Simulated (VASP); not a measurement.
# Gd (Fm-3m) in VASP: a series of runs, part 2 of 2

VASP 6.6.1. The steps go on from the part before.

### 3 Single point, PBE, collinear spin, ferromagnetic start (volume scaled by 0.4)

The input, INCAR:

```
PREC     = Accurate       # precision mode
ENCUT    = 520            # plane-wave cutoff, eV
EDIFF    = 1E-6           # SCF threshold, eV
ISMEAR   = -1             # smearing method
SIGMA    = 0.05           # smearing width, eV
LREAL    = False          # projectors in reciprocal space
LASPH    = True           # aspherical terms in the spheres
NELM     = 150            # most SCF steps
ALGO     = Normal         # electronic algorithm
ISIF     = 2              # what is computed and relaxed
LWAVE    = False          # write WAVECAR
LCHARG   = False          # write CHGCAR
ISPIN    = 2              # spin polarisation
MAGMOM   = 7              # initial moments
LORBIT   = 11             # projections on sites
LMAXMIX  = 6              # l up to which the mixer works
GGA      = PE             # functional
NBANDS   = 19             # bands
```

The input, KPOINTS:

```
regular mesh
0
Gamma
  13 13 13
```

The input, POSCAR:

```
Gd
1.0
    0.0000000000      1.8741845343      1.8741845343
    1.8741845343      0.0000000000      1.8741845343
    1.8741845343      1.8741845343      0.0000000000
Gd
1
Direct
    0.0000000000      0.0000000000      0.0000000000
```

Potentials or basis: VASP PAW PBE potentials, release 64 (Gd).

Run with:

```bash
> cat potpaw_PBE.64/Gd/POTCAR > POTCAR
> mpirun -np 1 vasp_std > vasp.out
```

OUTCAR:

```text
PREC = Accurate
   ENCUT = 520
   EDIFF = 1E-6
   ISMEAR = -1
   LREAL = False
   LASPH = True
   NELM = 150
   ISIF = 2
   ISPIN = 2
   LORBIT = 11
   GGA = PE

 ion  position               nearest neighbor table
   1  0.000  0.000  0.000-

  LATTYP: Found a face centered cubic cell.
 ALAT       =     3.7483690686

  Lattice vectors:

 A1 = (   0.0000000000,   1.8741845343,   1.8741845343)
 A2 = (   1.8741845343,   0.0000000000,   1.8741845343)
 A3 = (   1.8741845343,   1.8741845343,   0.0000000000)

Analysis of symmetry for initial positions (statically):
=====================================================================
 Subroutine PRICEL returns:
 Original cell was already a primitive cell.

 Routine SETGRP: Setting up the symmetry group for a
 face centered cubic supercell.

 Subroutine GETGRP returns: Found 48 space group operations
 (whereof 48 operations were pure point group operations)
 out of a pool of 48 trial point group operations.

The static configuration has the point symmetry O_h .

Analysis of symmetry for dynamics (positions and initial velocities):
=====================================================================
 Subroutine PRICEL returns:
 Original cell was already a primitive cell.

 Routine SETGRP: Setting up the symmetry group for a
 face centered cubic supercell.

 Subroutine GETGRP returns: Found 48 space group operations
 (whereof 48 operations were pure point group operations)
 out of a pool of 48 trial point group operations.

The dynamic configuration has the point symmetry O_h .

Analysis of structural, dynamic, and magnetic symmetry:
=====================================================================
 Subroutine PRICEL returns:
 Original cell was already a primitive cell.

 Routine SETGRP: Setting up the symmetry group for a
 face centered cubic supercell.

 Subroutine GETGRP returns: Found 48 space group operations
[... 126 lines left out ...]
   GGA     = PE    functional components
   LHFCALC =     F    Hartree Fock is set to
   AEXX    =    0.0000 exact exchange contribution
   IVDW    =     0    specifies the selected vdW correction
   LEPSILON=     F    determine dielectric tensor
   LRPA    =     F    only Hartree local field effects (RPA)
 spin polarized calculation
  energy-cutoff  :      520.00
  volume of cell :       13.17
 maximum number of plane-waves:       365
   NGX =  9   NGY =  9   NGZ =  9

 number of electron      18.0000008 magnetization       6.4576935

 Free energy of the ion-electron system (eV)
  ---------------------------------------------------
  ext. energy  EPLUGINS =         0.00000000
  ---------------------------------------------------
  free energy    TOTEN  =        -7.57861060 eV

  energy without entropy =       -7.57337530  energy(sigma->0) =       -7.57599295

 E-fermi :   9.1057     XC(G=0): -15.0585

 val. band max:        9.0946197528   @ k =   0.3077   0.2308   0.0769
 cond. band min:       9.1272829653   @ k =  -0.3077   0.4615   0.1538
 fundamental gap:      0.0326632124
 Fermi energy:         9.1057451491

 spin component 1

 k-point     1 :       0.0000    0.0000    0.0000
  band No.  band energies     occupation
      1     -36.9947      1.00000
      2      -9.6204      1.00000
      3      -9.6204      1.00000
      4      -9.6204      1.00000
      5       4.7089      1.00000
      6       5.5060      1.00000
[... 517 lines left out ...]
     18      26.7281      0.00000
     19      31.9451      0.00000

 [... further k-points ...]

 spin component 2

 k-point     1 :       0.0000    0.0000    0.0000
  band No.  band energies     occupation
      1     -34.4309      1.00000
      2      -7.2988      1.00000
      3      -7.2988      1.00000
      4      -7.2988      1.00000
      5       7.5445      1.00000
      6       8.6064      0.99995
[... 517 lines left out ...]
     18      28.0349      0.00000
     19      33.5202      0.00000

 [... further k-points ...]
[... 5 lines left out ...]
  --------------------------------------------------------------------------------------
  -------------------------------------------------------------------------------------
  Total       11.2041028     11.2041028     11.2041028      0.0000000     -0.0000000      0.0000000
  in kB     1363.3916262   1363.3916262   1363.3916262      0.0000000     -0.0000000      0.0000000
  external PRESSURE =    1363.3916262 kB  Pullay stress =       0.0000000 kB

 VOLUME and BASIS-vectors are now :
 -----------------------------------------------------------------------------
  energy-cutoff  :      520.00
  volume of cell :       13.17
      direct lattice vectors                 reciprocal lattice vectors
     0.000000000  1.874184534  1.874184534    -0.266782694  0.266782694  0.266782694
     1.874184534  0.000000000  1.874184534     0.266782694 -0.266782694  0.266782694
     1.874184534  1.874184534  0.000000000     0.266782694  0.266782694 -0.266782694

 POSITION                                       TOTAL-FORCE (eV/Angst)
 -----------------------------------------------------------------------------------
      0.00000      0.00000      0.00000         0.000000      0.000000      0.000000
 -----------------------------------------------------------------------------------
    total drift:                                0.000000      0.000000      0.000000

  FREE ENERGIE OF THE ION-ELECTRON SYSTEM (eV)
  ---------------------------------------------------
  free  energy   TOTEN  =        -7.5786106044 eV

  energy  without entropy=       -7.5733752983  energy(sigma->0) =       -7.57599295

 total charge

# of ion       s       p       d       f       tot
--------------------------------------------------
    1        2.092   5.528   1.442   7.282  16.343

 magnetization (x)

# of ion       s       p       d       f       tot
--------------------------------------------------
    1        0.028  -0.053   0.027   6.306   6.308
```

OSZICAR:

```text
N       E                     dE             d eps       ncg     rms          rms(c)
DAV:   1     0.818905336242E+02    0.81891E+02   -0.59547E+03  8048   0.486E+03
DAV:   2     0.418684649800E+01   -0.77704E+02   -0.66149E+02  7756   0.370E+02
DAV:   3    -0.538522854050E+01   -0.95721E+01   -0.92142E+01  9047   0.978E+01
DAV:   4    -0.698482649825E+01   -0.15996E+01   -0.15790E+01 11932   0.282E+01
[... 10 lines left out ...]
DAV:  15    -0.757874248856E+01   -0.15638E-03   -0.15366E-03 10187   0.172E+00    0.719E-01
DAV:  16    -0.757862314178E+01    0.11935E-03   -0.33942E-04 10603   0.822E-01    0.293E-01
DAV:  17    -0.757860720895E+01    0.15933E-04   -0.68799E-05 11912   0.296E-01    0.105E-01
DAV:  18    -0.757860991243E+01   -0.27035E-05   -0.25506E-05 11898   0.183E-01    0.432E-02
DAV:  19    -0.757861060444E+01   -0.69201E-06   -0.97490E-06 10769   0.762E-02
   1 F= -.75786106E+01 E0= -.75759930E+01  d E =-.523531E-02  mag=     6.4573
```

stdout:

```text
POSCAR found type information on POSCAR Gd
 POSCAR found :  1 types and       1 ions
 scaLAPACK will be used
 LDA part: xc-table for (Slater+PW92), standard interpolation
 POSCAR, INCAR and KPOINTS ok, starting setup
 FFT: planning ... GRIDC
 FFT: planning ... GRID_SOFT
 FFT: planning ... GRID
 WAVECAR not read
 entering main loop
```

It took 57 s on 1 thread of Intel Xeon 6975P-C, shared host; peak memory 0.17 GiB.

Results:

* Free energy: -7.5786 eV
* Pressure: 136.3 GPa
* Net moment: 6.46 μB per cell
* Site moments: Gd +6.31 μB
* Valence electrons inside the program's atomic spheres: Gd 16.34

Caveat: spin-orbit coupling is left out, which moves the levels of the heavy elements.

### 4 Single point, PBE, collinear spin, ferromagnetic start (volume scaled by 0.5)

Changes to INCAR since step 3:

```diff
@@ -11,3 +11,3 @@
 LWAVE    = False          # write WAVECAR
-LCHARG   = False          # write CHGCAR
+LCHARG   = True           # write CHGCAR
 ISPIN    = 2              # spin polarisation
@@ -17,2 +17,4 @@
 GGA      = PE             # functional
+LELF     = True           # ELF
+LVHAR    = True         
 NBANDS   = 19             # bands
```

The input, KPOINTS:

```
Automatic mesh
0
Gamma
  13 13 13
```

The input, POSCAR:

```
Gd
1.0
    0.0000000000      2.0189040881      2.0189040881
    2.0189040881      0.0000000000      2.0189040881
    2.0189040881      2.0189040881      0.0000000000
Gd
1
Direct
    0.0000000000      0.0000000000      0.0000000000
```

Potentials or basis: VASP PAW PBE potentials, release 64 (Gd).

Run with:

```bash
> cat potpaw_PBE.64/Gd/POTCAR > POTCAR
> mpirun -np 1 vasp_std > vasp.out
```

OUTCAR:

```text
PREC = Accurate
   ENCUT = 520
   EDIFF = 1E-6
   ISMEAR = -1
   LREAL = False
   LASPH = True
   NELM = 150
   ISIF = 2
   ISPIN = 2
   LORBIT = 11
   GGA = PE

 ion  position               nearest neighbor table
   1  0.000  0.000  0.000-

  LATTYP: Found a face centered cubic cell.
 ALAT       =     4.0378081762

  Lattice vectors:

 A1 = (   0.0000000000,   2.0189040881,   2.0189040881)
 A2 = (   2.0189040881,   0.0000000000,   2.0189040881)
 A3 = (   2.0189040881,   2.0189040881,   0.0000000000)

Analysis of symmetry for initial positions (statically):
=====================================================================
 Subroutine PRICEL returns:
 Original cell was already a primitive cell.

 Routine SETGRP: Setting up the symmetry group for a
 face centered cubic supercell.

 Subroutine GETGRP returns: Found 48 space group operations
 (whereof 48 operations were pure point group operations)
 out of a pool of 48 trial point group operations.

The static configuration has the point symmetry O_h .

Analysis of symmetry for dynamics (positions and initial velocities):
=====================================================================
 Subroutine PRICEL returns:
 Original cell was already a primitive cell.

 Routine SETGRP: Setting up the symmetry group for a
 face centered cubic supercell.

 Subroutine GETGRP returns: Found 48 space group operations
 (whereof 48 operations were pure point group operations)
 out of a pool of 48 trial point group operations.

The dynamic configuration has the point symmetry O_h .

Analysis of structural, dynamic, and magnetic symmetry:
=====================================================================
 Subroutine PRICEL returns:
 Original cell was already a primitive cell.

 Routine SETGRP: Setting up the symmetry group for a
 face centered cubic supercell.

 Subroutine GETGRP returns: Found 48 space group operations
 (whereof 48 operations were pure point group operations)
 out of a pool of 48 trial point group operations.

The overall configuration has the point symmetry O_h .

 Subroutine INISYM returns: Found 48 space group operations
 (whereof 48 operations are pure point group operations),
 and found     1 'primitive' translations

----------------------------------------------------------------------------------------

                                     Primitive cell

  volume of cell :      16.4580

  direct lattice vectors                    reciprocal lattice vectors
     0.000000000  2.018904088  2.018904088    -0.247659115  0.247659115  0.247659115
     2.018904088  0.000000000  2.018904088     0.247659115 -0.247659115  0.247659115
     2.018904088  2.018904088  0.000000000     0.247659115  0.247659115 -0.247659115

  length of vectors
     2.855161543  2.855161543  2.855161543     0.428958170  0.428958170  0.428958170

  position of ions in fractional coordinates (direct lattice)
     0.000000000  0.000000000  0.000000000

  ion indices of the primitive-cell ions
   primitive index   ion index
                 1           1

----------------------------------------------------------------------------------------
[... 54 lines left out ...]
   total plane-waves  NPLWV =  13824
   dimension x,y,z NGX =    24 NGY =   24 NGZ =   24
   dimension x,y,z NGXF=    48 NGYF=   48 NGZF=   48
   ions per type =               1
   NGX,Y,Z   is equivalent  to a cutoff of  13.97, 13.97, 13.97 a.u.
   NGXF,Y,Z  is equivalent  to a cutoff of  27.95, 27.95, 27.95 a.u.
 SYSTEM =  unknown system
   PREC   = accura    normal or accurate (medium, high low for compatibility)
   ISTART =      0    job   : 0-new  1-cont  2-samecut
   ICHARG =      2    charge: 1-file 2-atom 10-const
   ISPIN  =      2    spin polarized calculation?
   LNONCOLLINEAR =      F non collinear calculations
   LSORBIT =      F    spin-orbit coupling
   LASPH  =      T    aspherical Exc in radial PAW
   ENCUT  =  520.0 eV  38.22 Ry    6.18 a.u.   5.31  5.31  5.31*2*pi/ulx,y,z
   NELM   =    150;   NELMIN=  2; NELMDL= -5     # of ELM steps
   EDIFF  = 0.1E-05   stopping-criterion for ELM
   LREAL  =      F    real-space projection
   EDIFFG = 0.1E-04   stopping-criterion for IOM
   NSW    =      0    number of steps for IOM
   IBRION =     -1    ionic relax: 0-MD 1-quasi-New 2-CG
   NFREE  =      0    steps in history (QN), initial steepest desc. (CG)
   ISIF   =      2    stress and relaxation
   ISYM   =      2    0-nonsym 1-usesym 2-fastsym
   POTIM  = 0.5000    time-step for ionic-motion
   TEBEG  =    0.0;   TEEND  =   0.0 temperature during run
   PSTRESS=    0.0 pullay stress
   NELECT =      18.0000    total number of electrons
   NUPDOWN=      -1.0000    fix difference up-down
   EMIN   =  10.00;   EMAX   =-10.00  energy-range for DOS
   EFERMI =   0.00;   METHOD = LEGACY
   ISMEAR =    -1;   SIGMA  =   0.05  broadening in eV -4-tet -1-fermi 0-gaus
   EFERMI_NEDOS =   21; number of points for ismear=-14 and -15
   IALGO  =     38    algorithm
   IMIX   =      4    mixing-type and parameters
     AMIX     =   0.40;   BMIX     =  1.00
     AMIX_MAG =   1.60;   BMIX_MAG =  1.00
  volume/ion in A,a.u.               =      16.46       111.06
  Fermi-wavevector in a.u.,A,eV,Ry     =   1.686708  3.187416 38.708369  2.844985
  Thomas-Fermi vector in A             =   2.769325
   LORBIT       =     11    0 simple, 1 ext, 2 COOP (PROOUT), +10 PAW based schemes
   GGA     = PE    functional components
   LHFCALC =     F    Hartree Fock is set to
   AEXX    =    0.0000 exact exchange contribution
   IVDW    =     0    specifies the selected vdW correction
   LEPSILON=     F    determine dielectric tensor
   LRPA    =     F    only Hartree local field effects (RPA)
 spin polarized calculation
  energy-cutoff  :      520.00
  volume of cell :       16.46
 maximum number of plane-waves:       459
 NGX is ok and might be reduce to    24
   NGX = 11   NGY = 11   NGZ = 11

 number of electron      18.0000004 magnetization       6.7775775

 Free energy of the ion-electron system (eV)
  ---------------------------------------------------
  ext. energy  EPLUGINS =         0.00000000
  ---------------------------------------------------
  free energy    TOTEN  =        -9.55689781 eV

  energy without entropy =       -9.54708727  energy(sigma->0) =       -9.55199254

 E-fermi :   7.1022     XC(G=0): -13.6330

 val. band max:        7.0897332237   @ k =  -0.1538   0.0769   0.0000
 cond. band min:       7.1073397856   @ k =  -0.2308   0.2308   0.0000
 fundamental gap:      0.0176065619
 Fermi energy:         7.1021767972

 spin component 1

 k-point     1 :       0.0000    0.0000    0.0000
  band No.  band energies     occupation
      1     -37.8552      1.00000
      2     -12.6339      1.00000
      3     -12.6339      1.00000
      4     -12.6339      1.00000
      5       2.9591      1.00000
      6       3.0290      1.00000
[... 517 lines left out ...]
     18      22.1539      0.00000
     19      25.6533      0.00000

 [... further k-points ...]

 spin component 2

 k-point     1 :       0.0000    0.0000    0.0000
  band No.  band energies     occupation
      1     -35.0311      1.00000
      2     -10.3056      1.00000
      3     -10.3056      1.00000
      4     -10.3056      1.00000
      5       3.8542      1.00000
      6       7.4037      0.00240
[... 517 lines left out ...]
     18      23.2518      0.00000
     19      27.1198      0.00000

 [... further k-points ...]

------------------------ aborting loop because EDIFF is reached ----------------------------------------

  FORCE on cell =-STRESS in cart. coord.  units (eV):
  Direction    XX          YY          ZZ          XY          YZ          ZX
  --------------------------------------------------------------------------------------
  -------------------------------------------------------------------------------------
  Total        6.9012210      6.9012210      6.9012210      0.0000000      0.0000000      0.0000000
  in kB      671.8301034    671.8301034    671.8301034      0.0000000      0.0000000      0.0000000
  external PRESSURE =     671.8301034 kB  Pullay stress =       0.0000000 kB

 VOLUME and BASIS-vectors are now :
 -----------------------------------------------------------------------------
  energy-cutoff  :      520.00
  volume of cell :       16.46
      direct lattice vectors                 reciprocal lattice vectors
     0.000000000  2.018904088  2.018904088    -0.247659115  0.247659115  0.247659115
     2.018904088  0.000000000  2.018904088     0.247659115 -0.247659115  0.247659115
     2.018904088  2.018904088  0.000000000     0.247659115  0.247659115 -0.247659115

 POSITION                                       TOTAL-FORCE (eV/Angst)
 -----------------------------------------------------------------------------------
      0.00000      0.00000      0.00000         0.000000      0.000000     -0.000000
 -----------------------------------------------------------------------------------
    total drift:                                0.000000     -0.000000     -0.000000

  FREE ENERGIE OF THE ION-ELECTRON SYSTEM (eV)
  ---------------------------------------------------
  free  energy   TOTEN  =        -9.5568978147 eV

  energy  without entropy=       -9.5470872717  energy(sigma->0) =       -9.55199254

 total charge

# of ion       s       p       d       f       tot
--------------------------------------------------
    1        2.104   5.509   1.158   7.109  15.880

 magnetization (x)

# of ion       s       p       d       f       tot
--------------------------------------------------
    1        0.022  -0.053   0.048   6.563   6.579
```

It took 77 s on 1 thread of Intel Xeon 6975P-C, shared host; peak memory 0.19 GiB.

The run converged, but its numbers aren't listed here, since they failed a check.

Caveat: spin-orbit coupling is left out, which moves the levels of the heavy elements.

### 5 Single point, PBE, collinear spin, ferromagnetic start (volume scaled by 0.6)

The input, INCAR:

```
PREC = Accurate ; ENCUT = 520
EDIFF = 1E-6 ; ISMEAR = -1
SIGMA = 0.05 ; LREAL = False
LASPH = True ; NELM = 150
ALGO = Normal ; ISIF = 2
LWAVE = False ; LCHARG = False
ISPIN = 2 ; MAGMOM = 7
LORBIT = 11 ; LMAXMIX = 6
GGA = PE ; NBANDS = 19
```

KPOINTS is that of step 4.

The input, POSCAR:

```
Gd
1.0
    0.0000000000      2.1454057296      2.1454057296
    2.1454057296      0.0000000000      2.1454057296
    2.1454057296      2.1454057296      0.0000000000
Gd
1
Direct
    0.0000000000      0.0000000000      0.0000000000
```

Run with:

```bash
> cat potpaw_PBE.64/Gd/POTCAR > POTCAR
> mpirun -np 1 vasp_std > vasp.out
```

Wall time 98 s (1 thread of Intel Xeon 6975P-C, shared host); peak memory 0.2 GiB.

Results (log left out):

| Property | Result |
| --- | --- |
| Free energy | -10.5904 eV |
| Pressure | 36.8 GPa |
| Net moment | 7.00 μB per cell |
| Site moments | Gd +6.74 μB |
| Valence electrons inside the program's atomic spheres | Gd 15.61 |

Levels at points of the mesh, in eV from the Fermi level:
Spin up:
```csv
k point,band 8,band 9,band 10,band 11,band 12,band 13,band 14,band 15,band 16,band 17
"(0.00, 0.00, 0.00)",-3.94,-3.94,-3.55,-3.55,-3.55,1.80,1.80,1.80,5.84,5.84
```
Spin down:
```
           k point  band 2  band 3  band 4  band 5  band 6  band 7  band 8  band 9
(0.00, 0.00, 0.00)  -18.23  -18.23  -18.23   -4.06    0.49    1.14    1.14    1.14
```

Caveat: spin-orbit coupling is left out, which moves the levels of the heavy elements. The state reached can hang on the start; a lower one may exist.
